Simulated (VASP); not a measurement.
# TiSbSe3 (Pm-3m) in VASP: further runs

Runs on TiSbSe3. Level: PBE. Tasks: single point.

All numbers are computed with VASP 6.6.1; they aren't measurements. Logs are shortened: lines on timing, memory, paths and dates and some standing lists are left out, and cuts for length are marked.

**1. The cell of the first run**

It takes space group Pm-3m (No. 221, cubic). The conventional cell has a = 4.890 Å, b = 4.890 Å, c = 4.890 Å, α = 90.00°, β = 90.00°, γ = 90.00°. Ti (site symmetry m-3m) has 6 Se at 2.45 Å within 3.2 Å. Within 4.5 Å of Sb (site symmetry m-3m) lie 12 Se at 3.46 Å and 8 Ti at 4.23 Å. Within 3.2 Å of Se (site symmetry 4/mmm) lie 2 Ti at 2.45 Å.

The cell was generated, and may not be a known phase.

**2. Single point, PBE, collinear spin**

Contents of INCAR:

```
SYSTEM = TiSbSe3
PREC = Accurate
ENCUT = 520
EDIFF = 1E-6
ISMEAR = 0
SIGMA = 0.1
LREAL = .False.
LASPH = .True.
NELM = 150
ALGO = Normal
ISIF = 2
LWAVE = .False.
LCHARG = .False.
ISPIN = 2
MAGMOM = 1 0 0 0 0
LORBIT = 11
LMAXMIX = 4
GGA = PE
NBANDS = 30
```

Contents of KPOINTS:

```
regular mesh
0
Gamma
  4 4 4
  0 0 0
```

Contents of POSCAR:

```
TiSbSe3
1.0
    4.8900413900      0.0000000000      0.0000000000
    0.0000000000      4.8900413900      0.0000000000
    0.0000000000      0.0000000000      4.8900413900
Ti Sb Se
1 1 3
Direct
    0.5000000000      0.5000000000      0.5000000000
    0.0000000000      0.0000000000      0.0000000000
    0.0000000000      0.5000000000      0.5000000000
    0.5000000000      0.5000000000      0.0000000000
    0.5000000000      0.0000000000      0.5000000000
```

Potentials or basis: VASP PAW PBE potentials, release 64 (Ti_sv, Sb, Se).

On the command line:

```bash
$ cat potpaw_PBE.64/Ti_sv/POTCAR potpaw_PBE.64/Sb/POTCAR potpaw_PBE.64/Se/POTCAR > POTCAR
$ mpirun -np 1 vasp_std > vasp.out
```

OUTCAR:

```text
SYSTEM = TiSbSe3
   PREC = Accurate
   ENCUT = 520
   EDIFF = 1E-6
   ISMEAR = 0
   LREAL = .False.
   LASPH = .True.
   NELM = 150
   ISIF = 2
   ISPIN = 2
   LORBIT = 11
   GGA = PE

 ion  position               nearest neighbor table
   1  0.500  0.500  0.500-   3 2.45   4 2.45   5 2.45   4 2.45   5 2.45   3 2.45
   2  0.000  0.000  0.000-
   3  0.000  0.500  0.500-   1 2.45   1 2.45
   4  0.500  0.500  0.000-   1 2.45   1 2.45
   5  0.500  0.000  0.500-   1 2.45   1 2.45

  LATTYP: Found a simple cubic cell.
 ALAT       =     4.8900413900

  Lattice vectors:

 A1 = (   4.8900413900,   0.0000000000,   0.0000000000)
 A2 = (   0.0000000000,   4.8900413900,   0.0000000000)
 A3 = (   0.0000000000,   0.0000000000,   4.8900413900)

Analysis of symmetry for initial positions (statically):
=====================================================================
 Subroutine PRICEL returns:
 Original cell was already a primitive cell.

 Routine SETGRP: Setting up the symmetry group for a
 simple cubic supercell.

 Subroutine GETGRP returns: Found 48 space group operations
 (whereof 48 operations were pure point group operations)
 out of a pool of 48 trial point group operations.

The static configuration has the point symmetry O_h .

Analysis of symmetry for dynamics (positions and initial velocities):
=====================================================================
 Subroutine PRICEL returns:
 Original cell was already a primitive cell.

 Routine SETGRP: Setting up the symmetry group for a
 simple cubic supercell.

 Subroutine GETGRP returns: Found 48 space group operations
 (whereof 48 operations were pure point group operations)
 out of a pool of 48 trial point group operations.

The dynamic configuration has the point symmetry O_h .

Analysis of structural, dynamic, and magnetic symmetry:
=====================================================================
 Subroutine PRICEL returns:
 Original cell was already a primitive cell.

 Routine SETGRP: Setting up the symmetry group for a
 simple cubic supercell.

 Subroutine GETGRP returns: Found 48 space group operations
 (whereof 48 operations were pure point group operations)
 out of a pool of 48 trial point group operations.

The overall configuration has the point symmetry O_h .

 Subroutine INISYM returns: Found 48 space group operations
 (whereof 48 operations are pure point group operations),
 and found     1 'primitive' translations

----------------------------------------------------------------------------------------

                                     Primitive cell

  volume of cell :     116.9331

  direct lattice vectors                    reciprocal lattice vectors
     4.890041390  0.000000000  0.000000000     0.204497247  0.000000000  0.000000000
     0.000000000  4.890041390  0.000000000     0.000000000  0.204497247  0.000000000
     0.000000000  0.000000000  4.890041390     0.000000000  0.000000000  0.204497247

  length of vectors
     4.890041390  4.890041390  4.890041390     0.204497247  0.204497247  0.204497247

  position of ions in fractional coordinates (direct lattice)
     0.500000000  0.500000000  0.500000000
     0.000000000  0.000000000  0.000000000
     0.000000000  0.500000000  0.500000000
     0.500000000  0.500000000  0.000000000
     0.500000000  0.000000000  0.500000000

  ion indices of the primitive-cell ions
   primitive index   ion index
                 1           1
                 2           2
                 3           3
                 4           4
                 5           5

----------------------------------------------------------------------------------------

 KPOINTS: regular mesh

Automatic generation of k-mesh.
 Grid dimensions read from file:
 generate k-points for:    4    4    4

 Generating k-lattice:

  Cartesian coordinates                     Fractional coordinates (reciprocal lattice)
     0.051124312  0.000000000  0.000000000     0.250000000  0.000000000  0.000000000
     0.000000000  0.051124312  0.000000000     0.000000000  0.250000000  0.000000000
     0.000000000  0.000000000  0.051124312     0.000000000  0.000000000  0.250000000

  Length of vectors
     0.051124312  0.051124312  0.051124312

  Shift w.r.t. Gamma in fractional coordinates (k-lattice)
     0.000000000  0.000000000  0.000000000

 Subroutine IBZKPT returns following result:
 ===========================================

 Found     10 irreducible k-points:

 Following reciprocal coordinates:
            Coordinates               Weight
  0.000000  0.000000  0.000000      1.000000
  0.250000  0.000000  0.000000      6.000000
  0.500000  0.000000  0.000000      3.000000
  0.250000  0.250000  0.000000     12.000000
  0.500000  0.250000  0.000000     12.000000
  0.500000  0.500000  0.000000      3.000000
  0.250000  0.250000  0.250000      8.000000
  0.500000  0.250000  0.250000     12.000000
  0.500000  0.500000  0.250000      6.000000
  0.500000  0.500000  0.500000      1.000000
   k-points           NKPTS =     10   k-points in BZ     NKDIM =     10   number of bands    NBANDS=     30
   number of dos      NEDOS =    301   number of ions     NIONS =      5
   total plane-waves  NPLWV =  46656
   dimension x,y,z NGX =    36 NGY =   36 NGZ =   36
   dimension x,y,z NGXF=    72 NGYF=   72 NGZF=   72
   ions per type =               1   1   3
   NGX,Y,Z   is equivalent  to a cutoff of  12.24, 12.24, 12.24 a.u.
   NGXF,Y,Z  is equivalent  to a cutoff of  24.48, 24.48, 24.48 a.u.
 SYSTEM =  TiSbSe3
   PREC   = accura    normal or accurate (medium, high low for compatibility)
   ISTART =      0    job   : 0-new  1-cont  2-samecut
   ICHARG =      2    charge: 1-file 2-atom 10-const
   ISPIN  =      2    spin polarized calculation?
   LNONCOLLINEAR =      F non collinear calculations
   LSORBIT =      F    spin-orbit coupling
   LASPH  =      T    aspherical Exc in radial PAW
   ENCUT  =  520.0 eV  38.22 Ry    6.18 a.u.   9.09  9.09  9.09*2*pi/ulx,y,z
   NELM   =    150;   NELMIN=  2; NELMDL= -5     # of ELM steps
   EDIFF  = 0.1E-05   stopping-criterion for ELM
   LREAL  =      F    real-space projection
   EDIFFG = 0.1E-04   stopping-criterion for IOM
   NSW    =      0    number of steps for IOM
   IBRION =     -1    ionic relax: 0-MD 1-quasi-New 2-CG
   NFREE  =      0    steps in history (QN), initial steepest desc. (CG)
   ISIF   =      2    stress and relaxation
   ISYM   =      2    0-nonsym 1-usesym 2-fastsym
   POTIM  = 0.5000    time-step for ionic-motion
   TEBEG  =    0.0;   TEEND  =   0.0 temperature during run
   PSTRESS=    0.0 pullay stress
   NELECT =      35.0000    total number of electrons
   NUPDOWN=      -1.0000    fix difference up-down
   EMIN   =  10.00;   EMAX   =-10.00  energy-range for DOS
   EFERMI =   0.00;   METHOD = LEGACY
   ISMEAR =     0;   SIGMA  =   0.10  broadening in eV -4-tet -1-fermi 0-gaus
   EFERMI_NEDOS =   21; number of points for ismear=-14 and -15
   IALGO  =     38    algorithm
   IMIX   =      4    mixing-type and parameters
     AMIX     =   0.40;   BMIX     =  1.00
     AMIX_MAG =   1.60;   BMIX_MAG =  1.00
  volume/ion in A,a.u.               =      23.39       157.82
  Fermi-wavevector in a.u.,A,eV,Ry     =   1.095095  2.069429 16.316545  1.199232
  Thomas-Fermi vector in A             =   2.231412
   LORBIT       =     11    0 simple, 1 ext, 2 COOP (PROOUT), +10 PAW based schemes
   GGA     = PE    functional components
   LHFCALC =     F    Hartree Fock is set to
   AEXX    =    0.0000 exact exchange contribution
   IVDW    =     0    specifies the selected vdW correction
   LEPSILON=     F    determine dielectric tensor
   LRPA    =     F    only Hartree local field effects (RPA)
 spin polarized calculation
 Gauss-broadening in eV      SIGMA  =   0.10
  energy-cutoff  :      520.00
  volume of cell :      116.93
 maximum number of plane-waves:      3178
   NGX = 19   NGY = 19   NGZ = 19

 number of electron      35.0000011 magnetization       0.0272439

 number of electron      35.0000012 magnetization      -0.0188598

 Free energy of the ion-electron system (eV)
  ---------------------------------------------------
  ext. energy  EPLUGINS =         0.00000000
  ---------------------------------------------------
  free energy    TOTEN  =       -23.66008248 eV

  energy without entropy =      -23.63741966  energy(sigma->0) =      -23.64875107

 E-fermi :   5.4509     XC(G=0):  -9.9854

 val. band max:        5.3527050221   @ k =   0.5000   0.0000   0.0000
 cond. band min:       5.4559877193   @ k =   0.2500   0.2500   0.0000
 fundamental gap:      0.1032826973
 Fermi energy:         5.4508679426

 spin component 1

 k-point     1 :       0.0000    0.0000    0.0000
  band No.  band energies     occupation
      1     -52.0363      1.00000
      2     -28.3321      1.00000
      3     -28.3321      1.00000
      4     -28.3321      1.00000
      5      -8.7574      1.00000
      6      -6.9263      1.00000
[... 21 lines left out ...]
     28      10.8449      0.00000
     29      12.1024      0.00000

 k-point     2 :       0.2500    0.0000    0.0000
  band No.  band energies     occupation
      1     -52.0364      1.00000
      2     -28.3335      1.00000
      3     -28.3319      1.00000
      4     -28.3319      1.00000
      5      -8.5134      1.00000
      6      -7.0904      1.00000
[... 21 lines left out ...]
     28      12.1596      0.00000
     29      12.2783      0.00000

 k-point     3 :       0.5000    0.0000    0.0000
  band No.  band energies     occupation
      1     -52.0365      1.00000
      2     -28.3350      1.00000
      3     -28.3318      1.00000
      4     -28.3318      1.00000
      5      -8.1240      1.00000
      6      -7.4213      1.00000
[... 189 lines left out ...]
      4     -28.3329      1.00000
      5      -7.3474      1.00000
      6      -7.1967      1.00000
[... 21 lines left out ...]
     28      12.4383      0.00000
     29      14.0075      0.00000

 k-point    10 :       0.5000    0.5000    0.5000
  band No.  band energies     occupation
      1     -52.0367      1.00000
      2     -28.3344      1.00000
      3     -28.3344      1.00000
      4     -28.3344      1.00000
      5      -7.1518      1.00000
      6      -7.1518      1.00000
[... 21 lines left out ...]
     28      11.2241      0.00000
     29      13.4286      0.00000
 Fermi energy:         5.4508679426

 spin component 2

 k-point     1 :       0.0000    0.0000    0.0000
  band No.  band energies     occupation
      1     -52.0412      1.00000
      2     -28.3370      1.00000
      3     -28.3370      1.00000
      4     -28.3370      1.00000
      5      -8.7578      1.00000
      6      -6.9257      1.00000
[... 21 lines left out ...]
     28      10.8420      0.00000
     29      12.0975      0.00000

 k-point     2 :       0.2500    0.0000    0.0000
  band No.  band energies     occupation
      1     -52.0413      1.00000
      2     -28.3384      1.00000
      3     -28.3368      1.00000
      4     -28.3368      1.00000
      5      -8.5137      1.00000
      6      -7.0900      1.00000
[... 21 lines left out ...]
     28      12.1547      0.00000
     29      12.2754      0.00000

 k-point     3 :       0.5000    0.0000    0.0000
  band No.  band energies     occupation
      1     -52.0413      1.00000
      2     -28.3399      1.00000
      3     -28.3367      1.00000
      4     -28.3367      1.00000
      5      -8.1237      1.00000
      6      -7.4215      1.00000
[... 189 lines left out ...]
      4     -28.3378      1.00000
      5      -7.3469      1.00000
      6      -7.1962      1.00000
[... 21 lines left out ...]
     28      12.4348      0.00000
     29      14.0017      0.00000

 k-point    10 :       0.5000    0.5000    0.5000
  band No.  band energies     occupation
      1     -52.0416      1.00000
      2     -28.3392      1.00000
      3     -28.3392      1.00000
      4     -28.3392      1.00000
      5      -7.1512      1.00000
      6      -7.1512      1.00000
[... 21 lines left out ...]
     28      11.2214      0.00000
     29      13.4269      0.00000
 [bands above 29 left out]

------------------------ aborting loop because EDIFF is reached ----------------------------------------

  FORCE on cell =-STRESS in cart. coord.  units (eV):
  Direction    XX          YY          ZZ          XY          YZ          ZX
  --------------------------------------------------------------------------------------
  -------------------------------------------------------------------------------------
  Total        1.8027992      1.8027992      1.8027992     -0.0000000      0.0000000     -0.0000000
  in kB       24.7013304     24.7013304     24.7013304     -0.0000000      0.0000000     -0.0000000
  external PRESSURE =      24.7013304 kB  Pullay stress =       0.0000000 kB

 VOLUME and BASIS-vectors are now :
 -----------------------------------------------------------------------------
  energy-cutoff  :      520.00
  volume of cell :      116.93
      direct lattice vectors                 reciprocal lattice vectors
     4.890041390  0.000000000  0.000000000     0.204497247  0.000000000  0.000000000
     0.000000000  4.890041390  0.000000000     0.000000000  0.204497247  0.000000000
     0.000000000  0.000000000  4.890041390     0.000000000  0.000000000  0.204497247

 POSITION                                       TOTAL-FORCE (eV/Angst)
 -----------------------------------------------------------------------------------
      2.44502      2.44502      2.44502         0.000000      0.000000      0.000000
      0.00000      0.00000      0.00000         0.000000      0.000000      0.000000
      0.00000      2.44502      2.44502         0.000000      0.000000      0.000000
      2.44502      2.44502      0.00000         0.000000      0.000000      0.000000
      2.44502      0.00000      2.44502         0.000000      0.000000      0.000000
 -----------------------------------------------------------------------------------
    total drift:                                0.000000      0.000000      0.000000

  FREE ENERGIE OF THE ION-ELECTRON SYSTEM (eV)
  ---------------------------------------------------
  free  energy   TOTEN  =       -23.6600824820 eV

  energy  without entropy=      -23.6374196640  energy(sigma->0) =      -23.64875107

 total charge

# of ion       s       p       d       tot
------------------------------------------
    1        2.190   6.188   1.946  10.324
    2        1.290   0.859   0.021   2.170
    3        1.479   2.333   0.034   3.846
    4        1.479   2.333   0.034   3.846
    5        1.479   2.333   0.034   3.846
--------------------------------------------------
tot          7.916  14.047   2.070  24.033

 magnetization (x)

# of ion       s       p       d       tot
------------------------------------------
    1       -0.000  -0.000  -0.005  -0.005
    2        0.000  -0.006  -0.000  -0.006
    3       -0.000   0.001  -0.000   0.001
    4       -0.000   0.001  -0.000   0.001
    5       -0.000   0.001  -0.000   0.001
--------------------------------------------------
tot         -0.000  -0.004  -0.005  -0.010
```

Wall time 2.3 min (1 thread of Intel Xeon 8259CL, shared host); peak memory 0.27 GiB.

Results:

```yaml
Free_energy: -23.6601 eV
Pressure: 2.5 GPa
Net_moment: -0.02 μB per cell
Valence_electrons_inside_the_program's_atomic_spheres: Ti 10.32; Sb 2.17; Se 3.85
```

Levels at points of the mesh, in eV from the Fermi level:
Spin up:
```
           k point  band 13  band 14  band 15  band 16  band 17  band 18  band 19  band 20  band 21  band 22
(0.00, 0.00, 0.00)    -1.33    -1.33    -1.05    -1.05    -1.05    -0.15    -0.15    -0.15     1.27     1.27
(0.50, 0.00, 0.00)    -3.51    -2.03    -1.61    -0.76    -0.67    -0.67    -0.10     0.46     0.46     1.31
(0.50, 0.50, 0.00)    -3.36    -2.94    -2.94    -2.85    -0.76     0.25     1.64     1.64     1.69     1.69
(0.50, 0.50, 0.50)    -3.65    -3.65     0.30     0.30     0.30     0.63     0.63     0.63     3.25     3.25
```
Spin down:
```csv
k point,band 13,band 14,band 15,band 16,band 17,band 18,band 19,band 20,band 21,band 22
"(0.00, 0.00, 0.00)",-1.33,-1.33,-1.06,-1.06,-1.06,-0.16,-0.16,-0.16,1.26,1.26
"(0.50, 0.00, 0.00)",-3.51,-2.03,-1.61,-0.77,-0.67,-0.67,-0.10,0.45,0.45,1.31
"(0.50, 0.50, 0.00)",-3.37,-2.94,-2.94,-2.85,-0.77,0.25,1.64,1.64,1.69,1.69
"(0.50, 0.50, 0.50)",-3.65,-3.65,0.30,0.30,0.30,0.62,0.62,0.62,3.24,3.24
```

Caveat: spin-orbit coupling is left out, which moves the levels of the heavy elements.

**3. Single point, PBE, collinear spin**

This run uses another cell than the first one, of 24.38 Å³/atom.

Contents of INCAR:

```
PREC = Accurate
ENCUT = 520
EDIFF = 1E-6
ISMEAR = 0
SIGMA = 0.1
LREAL = F
LASPH = T
NELM = 150
ALGO = Normal
ISIF = 2
LWAVE = F
LCHARG = T
ISPIN = 2
MAGMOM = 0 0.18 0 0 0
LORBIT = 11
LMAXMIX = 4
GGA = PE
LELF = T
LVHAR = T
NBANDS = 30
```

Contents of KPOINTS:

```
regular mesh
0
Gamma
  8 8 8
```

POSCAR, as its differences from that of step 2:

```diff
@@ -2,5 +2,5 @@
 1.0
-    4.8900413900      0.0000000000      0.0000000000
-    0.0000000000      4.8900413900      0.0000000000
-    0.0000000000      0.0000000000      4.8900413900
+    4.9581793433      0.0000000000      0.0000000000
+    0.0000000000      4.9581793433      0.0000000000
+    0.0000000000      0.0000000000      4.9581793433
 Ti Sb Se
```

Potentials or basis: VASP PAW PBE potentials, release 64 (Ti_sv, Sb, Se).

On the command line:

```bash
$ cat potpaw_PBE.64/Ti_sv/POTCAR potpaw_PBE.64/Sb/POTCAR potpaw_PBE.64/Se/POTCAR > POTCAR
$ mpirun -np 1 vasp_std > vasp.out
```

Wall time 9.6 min (1 thread of Intel Xeon 8259CL, shared host); peak memory 0.42 GiB.

The run converged. Its results:

```
Free energy                                           : -23.6067 eV
Pressure                                              : 0.0 GPa
Net moment                                            : 0.00 μB per cell
Valence electrons inside the program's atomic spheres : Ti 10.24; Sb 2.17; Se 3.83
```

Levels at points of the mesh, in eV from the Fermi level:
Spin up:
| k point | band 15 | band 16 | band 17 | band 18 | band 19 | band 20 | band 21 | band 22 |
| --- | --- | --- | --- | --- | --- | --- | --- | --- |
| (0.00, 0.00, 0.00) | -1.07 | -1.07 | -1.07 | -0.24 | -0.24 | -0.24 | 1.02 | 1.02 |
| (0.50, 0.00, 0.00) | -1.60 | -0.70 | -0.69 | -0.69 | -0.19 | 0.41 | 0.41 | 1.05 |
| (0.50, 0.50, 0.00) | -2.81 | -2.81 | -0.65 | 0.23 | 1.47 | 1.47 | 1.55 | 1.56 |
| (0.50, 0.50, 0.50) | 0.27 | 0.27 | 0.27 | 0.51 | 0.51 | 0.51 | 3.01 | 3.01 |
Spin down:
```tsv
k point	band 15	band 16	band 17	band 18	band 19	band 20	band 21	band 22
(0.00, 0.00, 0.00)	-1.07	-1.07	-1.07	-0.24	-0.24	-0.24	1.02	1.02
(0.50, 0.00, 0.00)	-1.60	-0.70	-0.69	-0.69	-0.19	0.41	0.41	1.05
(0.50, 0.50, 0.00)	-2.81	-2.81	-0.65	0.23	1.47	1.47	1.55	1.56
(0.50, 0.50, 0.50)	0.27	0.27	0.27	0.51	0.51	0.51	3.01	3.01
```

Caveat: spin-orbit coupling is left out, which moves the levels of the heavy elements.
